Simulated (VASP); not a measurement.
# Ag (I4/mmm) in VASP: further runs

Ag is run at these levels: PBE; tasks: single point.

All numbers are computed with VASP 6.6.1; they aren't measurements. Logs are shortened: lines on timing, memory, paths and dates and some standing lists are left out, and cuts for length are marked.

**1. The cell of the first run**

Symmetry: I4/mmm, No. 139, tetragonal system. Conventional cell: a = 2.574 Å, b = 2.574 Å, c = 5.148 Å, α = 90.00°, β = 90.00°, γ = 90.00°. Within 3.4 Å of Ag (site symmetry 4/mmm) lie 12 Ag at 2.57 to 3.15 Å.

**2. Single point, PBE**

Contents of INCAR:

```
SYSTEM = Ag
PREC = Accurate ; ENCUT = 520
EDIFF = 1E-6 ; ISMEAR = 0
SIGMA = 0.15 ; LREAL = .FALSE.
LASPH = .TRUE. ; NELM = 80
ALGO = Fast ; ISIF = 2
LWAVE = .FALSE. ; LCHARG = .TRUE.
GGA = PE ; LELF = .TRUE.
LVHAR = .TRUE. ; NBANDS = 12
```

Contents of KPOINTS:

```
Automatic mesh
0
G
  22 22 22
  0 0 0
```

Contents of POSCAR:

```
Ag
1.0
    0.0000000000      1.8202868037      2.5738855404
    1.8202868037      0.0000000000      2.5738855404
    1.8202868037      1.8202868037      0.0000000000
Ag
1
Direct
    0.0000000000      0.0000000000      0.0000000000
```

Potentials or basis: VASP PAW PBE potentials, release 64 (Ag).

Started as:

```bash
> cat potpaw_PBE.64/Ag/POTCAR > POTCAR
> mpirun -np 1 vasp_std > vasp.out
```

OUTCAR:

```text
SYSTEM = Ag
   PREC = Accurate
   ENCUT = 520
   EDIFF = 1E-6
   ISMEAR = 0
   LREAL = .FALSE.
   LASPH = .TRUE.
   NELM = 80
   ISIF = 2
   GGA = PE

 ion  position               nearest neighbor table
   1  0.000  0.000  0.000-

  LATTYP: Found a body centered tetragonal cell.
 ALAT       =     2.5742742852
 C/A-ratio  =     1.9996979772

  Lattice vectors:

 A1 = (  -1.8202868037,   0.0000000000,   2.5738855404)
 A2 = (   1.8202868037,   0.0000000000,   2.5738855404)
 A3 = (   0.0000000000,   1.8202868037,  -2.5738855404)

Analysis of symmetry for initial positions (statically):
=====================================================================
 Subroutine PRICEL returns:
 Original cell was already a primitive cell.

 Routine SETGRP: Setting up the symmetry group for a
 body centered tetragonal supercell.

 Subroutine GETGRP returns: Found 16 space group operations
 (whereof 16 operations were pure point group operations)
 out of a pool of 16 trial point group operations.

The static configuration has the point symmetry D_4h.

Analysis of symmetry for dynamics (positions and initial velocities):
=====================================================================
 Subroutine PRICEL returns:
 Original cell was already a primitive cell.

 Routine SETGRP: Setting up the symmetry group for a
 body centered tetragonal supercell.

 Subroutine GETGRP returns: Found 16 space group operations
 (whereof 16 operations were pure point group operations)
 out of a pool of 16 trial point group operations.

The dynamic configuration has the point symmetry D_4h.

 Subroutine INISYM returns: Found 16 space group operations
 (whereof 16 operations are pure point group operations),
 and found     1 'primitive' translations

----------------------------------------------------------------------------------------

                                     Primitive cell

  volume of cell :      17.0569

  direct lattice vectors                    reciprocal lattice vectors
     0.000000000  1.820286804  2.573885540    -0.274681989  0.274681989  0.194258832
     1.820286804  0.000000000  2.573885540     0.274681989 -0.274681989  0.194258832
     1.820286804  1.820286804  0.000000000     0.274681989  0.274681989 -0.194258832

  length of vectors
     3.152511828  3.152511828  2.574274285     0.434323479  0.434323479  0.434323479

  position of ions in fractional coordinates (direct lattice)
     0.000000000  0.000000000  0.000000000

  ion indices of the primitive-cell ions
   primitive index   ion index
                 1           1

----------------------------------------------------------------------------------------

 KPOINTS: Automatic mesh

Automatic generation of k-mesh.
 Grid dimensions read from file:
 generate k-points for:   22   22   22

 Generating k-lattice:

  Cartesian coordinates                     Fractional coordinates (reciprocal lattice)
    -0.012485545  0.012485545  0.008829947     0.045454545 -0.000000000  0.000000000
     0.012485545 -0.012485545  0.008829947    -0.000000000  0.045454545  0.000000000
     0.012485545  0.012485545 -0.008829947     0.000000000  0.000000000  0.045454545

  Length of vectors
     0.019741976  0.019741976  0.019741976

  Shift w.r.t. Gamma in fractional coordinates (k-lattice)
     0.000000000  0.000000000  0.000000000

 Subroutine IBZKPT returns following result:
 ===========================================

 Found    834 irreducible k-points:

 Following reciprocal coordinates:
            Coordinates               Weight
  0.000000  0.000000  0.000000      1.000000
  0.045455  0.000000  0.000000      8.000000
  0.090909  0.000000  0.000000      8.000000
  0.136364  0.000000  0.000000      8.000000
  0.181818  0.000000  0.000000      8.000000
  0.227273  0.000000  0.000000      8.000000
[... 16 lines left out ...]
  0.500000  0.045455  0.000000      8.000000
 -0.454545  0.045455  0.000000      8.000000
 [... further k-points ...]
   k-points           NKPTS =    834   k-points in BZ     NKDIM =    834   number of bands    NBANDS=     12
   number of dos      NEDOS =    301   number of ions     NIONS =      1
   total plane-waves  NPLWV =  11520
   dimension x,y,z NGX =    24 NGY =   24 NGZ =   20
   dimension x,y,z NGXF=    48 NGYF=   48 NGZF=   40
   ions per type =               1
   NGX,Y,Z   is equivalent  to a cutoff of  12.66, 12.66, 12.92 a.u.
   NGXF,Y,Z  is equivalent  to a cutoff of  25.31, 25.31, 25.83 a.u.
 SYSTEM =  Ag
   PREC   = accura    normal or accurate (medium, high low for compatibility)
   ISTART =      0    job   : 0-new  1-cont  2-samecut
   ICHARG =      2    charge: 1-file 2-atom 10-const
   ISPIN  =      1    spin polarized calculation?
   LNONCOLLINEAR =      F non collinear calculations
   LSORBIT =      F    spin-orbit coupling
   LASPH  =      T    aspherical Exc in radial PAW
   ENCUT  =  520.0 eV  38.22 Ry    6.18 a.u.   5.86  5.86  4.79*2*pi/ulx,y,z
   NELM   =     80;   NELMIN=  2; NELMDL= -5     # of ELM steps
   EDIFF  = 0.1E-05   stopping-criterion for ELM
   LREAL  =      F    real-space projection
   EDIFFG = 0.1E-04   stopping-criterion for IOM
   NSW    =      0    number of steps for IOM
   IBRION =     -1    ionic relax: 0-MD 1-quasi-New 2-CG
   NFREE  =      0    steps in history (QN), initial steepest desc. (CG)
   ISIF   =      2    stress and relaxation
   ISYM   =      2    0-nonsym 1-usesym 2-fastsym
   POTIM  = 0.5000    time-step for ionic-motion
   TEBEG  =    0.0;   TEEND  =   0.0 temperature during run
   PSTRESS=    0.0 pullay stress
   NELECT =      11.0000    total number of electrons
   NUPDOWN=      -1.0000    fix difference up-down
   EMIN   =  10.00;   EMAX   =-10.00  energy-range for DOS
   EFERMI =   0.00;   METHOD = LEGACY
   ISMEAR =     0;   SIGMA  =   0.15  broadening in eV -4-tet -1-fermi 0-gaus
   EFERMI_NEDOS =   21; number of points for ismear=-14 and -15
   IALGO  =     68    algorithm
   IMIX   =      4    mixing-type and parameters
     AMIX     =   0.40;   BMIX     =  1.00
     AMIX_MAG =   1.60;   BMIX_MAG =  1.00
  volume/ion in A,a.u.               =      17.06       115.11
  Fermi-wavevector in a.u.,A,eV,Ry     =   1.414402  2.672832 27.218893  2.000532
  Thomas-Fermi vector in A             =   2.535948
   LORBIT       =      0    0 simple, 1 ext, 2 COOP (PROOUT), +10 PAW based schemes
   GGA     = PE    functional components
   LHFCALC =     F    Hartree Fock is set to
   AEXX    =    0.0000 exact exchange contribution
   IVDW    =     0    specifies the selected vdW correction
   LEPSILON=     F    determine dielectric tensor
   LRPA    =     F    only Hartree local field effects (RPA)
 non-spin polarized calculation
 RMM-DIIS sequential band-by-band and
 Gauss-broadening in eV      SIGMA  =   0.15
  energy-cutoff  :      520.00
  volume of cell :       17.06
 maximum number of plane-waves:       482
   NGX = 11   NGY = 11   NGZ =  9

 number of electron      11.0000001 magnetization

 Free energy of the ion-electron system (eV)
  ---------------------------------------------------
  ext. energy  EPLUGINS =         0.00000000
  ---------------------------------------------------
  free energy    TOTEN  =        -2.39687992 eV

  energy without entropy =       -2.39433456  energy(sigma->0) =       -2.39560724

 E-fermi :   8.4610     XC(G=0): -12.1675

 val. band max:        8.4430351377   @ k =  -0.4545   0.0455   0.0000
 cond. band min:       8.4745810507   @ k =  -0.1818   0.2727   0.1364
 fundamental gap:      0.0315459130
 Fermi energy:         8.4609530682

 k-point     1 :       0.0000    0.0000    0.0000
  band No.  band energies     occupation
      1       0.6738      2.00000
      2       2.0276      2.00000
      3       3.1745      2.00000
      4       4.6205      2.00000
      5       4.6205      2.00000
      6       5.6530      2.00000
      7      23.1113      0.00000
      8      26.1011      0.00000
      9      29.6854      0.00000
     10      29.6854      0.00000
     11      29.8632      0.00000
     12      30.9133      0.00000

 k-point     2 :       0.0455    0.0000    0.0000
  band No.  band energies     occupation
      1       0.7429      2.00000
      2       2.0580      2.00000
      3       3.1920      2.00000
      4       4.5836      2.00000
      5       4.6323      2.00000
      6       5.6255      2.00000
      7      23.1109      0.00000
      8      26.0592      0.00000
      9      28.8440      0.00000
     10      29.7382      0.00000
     11      29.8880      0.00000
     12      30.9110      0.00000

 k-point     3 :       0.0909    0.0000    0.0000
  band No.  band energies     occupation
      1       0.9423      2.00000
      2       2.1504      2.00000
      3       3.2435      2.00000
      4       4.4834      2.00000
      5       4.6668      2.00000
      6       5.5462      2.00000
      7      23.0863      0.00000
      8      25.7606      0.00000
      9      27.7290      0.00000
     10      29.0514      0.00000
     11      29.8849      0.00000
     12      31.5518      0.00000

 k-point     4 :       0.1364    0.0000    0.0000
  band No.  band energies     occupation
      1       1.2417      2.00000
      2       2.3138      2.00000
      3       3.3233      2.00000
      4       4.3539      2.00000
      5       4.7197      2.00000
      6       5.4251      2.00000
      7      22.9720      0.00000
      8      24.7077      0.00000
      9      26.9050      0.00000
     10      28.6396      0.00000
     11      30.0944      0.00000
     12      32.2406      0.00000

 k-point     5 :       0.1818    0.0000    0.0000
  band No.  band energies     occupation
      1       1.5712      2.00000
      2       2.5709      2.00000
      3       3.4186      2.00000
      4       4.2622      2.00000
      5       4.7825      2.00000
      6       5.2793      2.00000
      7      22.6873      0.00000
      8      23.0484      0.00000
      9      26.4693      0.00000
     10      28.7054      0.00000
     11      30.3266      0.00000
     12      32.8619      0.00000
[... 228 lines left out ...]
      1       2.0990      2.00000
      2       2.6655      2.00000
      3       4.5384      2.00000
      4       5.0911      2.00000
      5       5.2641      2.00000
      6       6.4126      2.00000
      7      15.3375      0.00000
      8      19.5138      0.00000
      9      26.7474      0.00000
     10      28.9679      0.00000
     11      30.3490      0.00000
     12      34.6327      0.00000

 k-point    22 :       0.4545    0.0455    0.0000
  band No.  band energies     occupation
      1       2.0897      2.00000
      2       2.6117      2.00000
      3       4.4374      2.00000
      4       5.3022      2.00000
      5       5.3161      2.00000
      6       7.4367      2.00000
      7      13.9236      0.00000
      8      19.2294      0.00000
      9      26.6498      0.00000
     10      28.6983      0.00000
     11      30.6546      0.00000
     12      35.5736      0.00000

 k-point    23 :       0.5000    0.0455    0.0000
  band No.  band energies     occupation
      1       2.0765      2.00000
      2       2.5959      2.00000
      3       4.3740      2.00000
      4       5.3182      2.00000
      5       5.4222      2.00000
      6       8.2784      1.91482
      7      12.9126      0.00000
      8      19.1198      0.00000
      9      26.5553      0.00000
     10      28.5244      0.00000
     11      30.9773      0.00000
     12      35.7456      0.00000

 k-point    24 :      -0.4545    0.0455    0.0000
  band No.  band energies     occupation
      1       2.0829      2.00000
      2       2.6020      2.00000
      3       4.3539      2.00000
      4       5.3086      2.00000
      5       5.3989      2.00000
      6       8.4430      1.13415
      7      12.7799      0.00000
      8      19.2161      0.00000
      9      26.4561      0.00000
     10      28.5115      0.00000
     11      31.2933      0.00000
     12      35.5510      0.00000

 [... further k-points ...]

------------------------ aborting loop because EDIFF is reached ----------------------------------------

  FORCE on cell =-STRESS in cart. coord.  units (eV):
  Direction    XX          YY          ZZ          XY          YZ          ZX
  --------------------------------------------------------------------------------------
  -------------------------------------------------------------------------------------
  Total        2.6542875      2.6542875     -0.8085371      0.0000000     -0.0000000     -0.0000000
  in kB      249.3214727    249.3214727    -75.9471798      0.0000000     -0.0000000     -0.0000000
  external PRESSURE =     140.8985885 kB  Pullay stress =       0.0000000 kB

 VOLUME and BASIS-vectors are now :
 -----------------------------------------------------------------------------
  energy-cutoff  :      520.00
  volume of cell :       17.06
      direct lattice vectors                 reciprocal lattice vectors
     0.000000000  1.820286804  2.573885540    -0.274681989  0.274681989  0.194258832
     1.820286804  0.000000000  2.573885540     0.274681989 -0.274681989  0.194258832
     1.820286804  1.820286804  0.000000000     0.274681989  0.274681989 -0.194258832

 POSITION                                       TOTAL-FORCE (eV/Angst)
 -----------------------------------------------------------------------------------
      0.00000      0.00000      0.00000        -0.000000      0.000000      0.000000
 -----------------------------------------------------------------------------------
    total drift:                               -0.000000     -0.000000      0.000000

  FREE ENERGIE OF THE ION-ELECTRON SYSTEM (eV)
  ---------------------------------------------------
  free  energy   TOTEN  =        -2.3968799216 eV

  energy  without entropy=       -2.3943345621  energy(sigma->0) =       -2.39560724
```

It took 2 min on 1 thread of AMD EPYC 7R13 (Zen 3), shared host; peak memory 0.24 GiB.

Results:

* Free energy: -2.3969 eV
* Pressure: 14.1 GPa

Stress tensor (GPa, compression positive):
```
24.93  0.00  0.00
 0.00 24.93  0.00
 0.00  0.00 -7.59
```

Levels at points of the mesh, in eV from the Fermi level:
```csv
k point,band 4,band 5,band 6,band 7,band 8,band 9
"(0.00, 0.00, 0.00)",-3.84,-3.84,-2.81,14.65,17.64,21.22
"(0.50, 0.00, 0.00)",-3.15,-2.95,-0.11,4.23,11.00,17.79
"(0.50, 0.50, 0.00)",-2.96,-2.69,-1.26,1.81,15.27,15.27
"(0.50, 0.00, 0.50)",-3.29,-1.72,3.96,9.58,9.77,9.84
```

**3. Single point, PBE**

This run uses another cell than the first one, of the same volume but with other edges.

Contents of INCAR:

```
ALGO = Fast
EDIFF = 1E-6
ENCUT = 520
GGA = PE
ISIF = 2
ISMEAR = 0
LASPH = True
LCHARG = False
LREAL = False
LWAVE = False
NBANDS = 12
NELM = 60
PREC = Accurate
SIGMA = 0.15
```

Contents of KPOINTS:

```
k-points
0
Gamma
  22 22 22
```

Contents of POSCAR:

```
Ag
1.0
    0.0000000000      2.1568336399      1.8333085939
    2.1568336399      0.0000000000      1.8333085939
    2.1568336399      2.1568336399      0.0000000000
Ag
1
Direct
    0.0000000000      0.0000000000      0.0000000000
```

Potentials or basis: VASP PAW PBE potentials, release 64 (Ag).

Started as:

```bash
> cat potpaw_PBE.64/Ag/POTCAR > POTCAR
> mpirun -np 1 vasp_std > vasp.out
```

Run time: 2.2 min. Hardware: 1 thread of AMD EPYC 7R13 (Zen 3), shared host; peak memory 0.25 GiB.

The run converged. Its results:

| Quantity | Value |
| --- | --- |
| Free energy | -2.6893 eV |
| Pressure | 5.0 GPa |

Stress tensor (GPa, compression positive):
```
4.30 0.00 0.00
0.00 4.30 0.00
0.00 0.00 6.55
```

Levels at points of the mesh, in eV from the Fermi level:
```tsv
k point	band 4	band 5	band 6	band 7	band 8	band 9
(0.00, 0.00, 0.00)	-4.32	-4.17	-3.43	16.43	18.88	18.88
(0.50, 0.00, 0.00)	-3.25	-2.75	-0.33	3.72	14.45	16.12
(0.50, 0.50, 0.00)	-2.76	-2.76	3.75	8.81	8.81	9.59
(0.50, 0.00, 0.50)	-3.14	-2.56	0.74	5.46	11.69	12.08
```

**4. Single point, PBE**

This run uses another cell than the first one, of the same volume but with other edges.

Contents of INCAR:

```
SYSTEM = Ag
PREC     = Accurate       ! precision mode
ENCUT    = 520            ! plane-wave cutoff, eV
EDIFF    = 1E-7           ! SCF threshold, eV
ISMEAR   = 0              ! smearing method
SIGMA    = 0.15           ! smearing width, eV
LREAL    = .FALSE.        ! projectors in reciprocal space
LASPH    = .TRUE.         ! aspherical terms in the spheres
NELM     = 80             ! most SCF steps
ALGO     = Fast           ! electronic algorithm
ISIF     = 2              ! what is computed and relaxed
LWAVE    = .FALSE.        ! write WAVECAR
LCHARG   = .FALSE.        ! write CHGCAR
GGA      = PE             ! functional
NBANDS   = 12             ! bands
```

Contents of KPOINTS:

```
regular mesh
0
G
  22 22 22
  0 0 0
```

Contents of POSCAR:

```
Ag
1.0
    0.0000000000      1.9226307106      2.3071568527
    1.9226307106      0.0000000000      2.3071568527
    1.9226307106      1.9226307106      0.0000000000
Ag
1
Direct
    0.0000000000      0.0000000000      0.0000000000
```

Started as:

```bash
> cat potpaw_PBE.64/Ag/POTCAR > POTCAR
> mpirun -np 1 vasp_std > vasp.out
```

Wall time 2 min (1 thread of AMD EPYC 7R13 (Zen 3), shared host); peak memory 0.24 GiB.

It converged, with:

| Property | Result |
| --- | --- |
| Free energy | -2.6431 eV |
| Pressure | 6.4 GPa |

Stress tensor (GPa, compression positive):
```
10.27  0.00  0.00
 0.00 10.27  0.00
 0.00  0.00 -1.37
```

Levels at points of the mesh, in eV from the Fermi level:
| k point | band 4 | band 5 | band 6 | band 7 | band 8 | band 9 |
| --- | --- | --- | --- | --- | --- | --- |
| (0.00, 0.00, 0.00) | -4.38 | -4.38 | -3.28 | 16.45 | 17.77 | 20.37 |
| (0.50, 0.00, 0.00) | -3.22 | -2.89 | -0.36 | 3.72 | 13.25 | 18.17 |
| (0.50, 0.50, 0.00) | -2.92 | -2.92 | -0.21 | 3.91 | 12.92 | 12.92 |
| (0.50, 0.00, 0.50) | -3.20 | -2.32 | 2.70 | 8.27 | 9.80 | 9.86 |

**5. Single point, PBE**

This run uses another cell than the first one, of the same volume but with other edges.

Contents of INCAR:

```
ALGO = Fast ; EDIFF = 1E-6
ENCUT = 520 ; GGA = PE
ISIF = 2 ; ISMEAR = 0
LASPH = True ; LCHARG = False
LREAL = False ; LWAVE = False
NBANDS = 12 ; NELM = 100
PREC = Accurate ; SIGMA = 0.15
```

Contents of KPOINTS:

```
k-points
0
Gamma
  22 22 22
```

Contents of POSCAR:

```
Ag
1.0
    0.0000000000      2.2195150262      1.7312217205
    2.2195150262      0.0000000000      1.7312217205
    2.2195150262      2.2195150262      0.0000000000
Ag
1
Direct
    0.0000000000      0.0000000000      0.0000000000
```

Started as:

```bash
> cat potpaw_PBE.64/Ag/POTCAR > POTCAR
> mpirun -np 1 vasp_std > vasp.out
```

It took 2.4 min on 1 thread of AMD EPYC 7R13 (Zen 3), shared host; peak memory 0.25 GiB.

Results (log left out):

```
Free energy : -2.6772 eV
Pressure    : 5.3 GPa
```

Stress tensor (GPa, compression positive):
```
4.72 0.00 0.00
0.00 4.72 0.00
0.00 0.00 6.34
```

Levels at points of the mesh, in eV from the Fermi level:
```tsv
k point	band 2	band 3	band 4	band 5	band 6	band 7	band 8	band 9	band 10	band 11
(0.00, 0.00, 0.00)	-5.05	-5.05	-4.63	-3.90	-3.45	16.99	18.47	18.47	22.55	24.31
(0.50, 0.00, 0.00)	-5.53	-4.00	-3.40	-2.67	-0.26	3.87	13.89	15.30	20.64	22.08
(0.50, 0.50, 0.00)	-6.37	-2.94	-2.80	-2.80	5.10	7.88	7.88	11.22	14.28	14.49
(0.50, 0.00, 0.50)	-6.03	-3.36	-3.33	-2.56	0.32	4.82	12.38	13.09	19.00	19.73
```

(Continued in part 2 of 2.)
